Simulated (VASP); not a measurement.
**W: single point with RPBE**

W:

```xyz
1
Lattice="0.0000 2.0140 2.0140 2.0140 0.0000 2.0140 2.0140 2.0140 0.0000" Properties=species:S:1:pos:R:3 pbc="T T T"
W     0.0000    0.0000    0.0000
```

```json
{
 "Program": "VASP 6.6.1",
 "Task": "single point",
 "Functional": "RPBE",
 "Potentials or basis": "VASP PAW PBE potentials, release 64 (W_sv)",
 "Cutoff": "520 eV",
 "k mesh": "5 × 5 × 5",
 "Occupations": "fermi-dirac, width 0.1 eV",
 "Spin": "no spin polarisation",
 "Dipole correction": "no",
 "Further INCAR settings": "ALGO = Normal; EDIFF = 1e-07; NBANDS = 13"
}
```

* Pressure: 5.5 GPa
* Band gap on the k mesh: zero (band 7 reaches 12.17 eV, above the bottom of band 8 at 10.07 eV)

Levels at points of the mesh, in eV from the Fermi level:
```tsv
k point	band 3	band 4	band 5	band 6	band 7	band 8	band 9	band 10	band 11	band 12
(0.00, 0.00, 0.00)	-37.64	-37.64	-9.34	-0.88	-0.88	-0.88	2.28	2.28	12.42	17.70
```

Run time: 5.7 s on 1 thread of AMD EPYC 7R13, on a shared host, peak memory 0.11 GiB.

Caveat: the k points lie up to 0.54 Å⁻¹ apart; the PAW data sets were made with another functional, which shifts forces and pressure a little; spin-orbit coupling is left out, which moves the levels of the heavy elements.
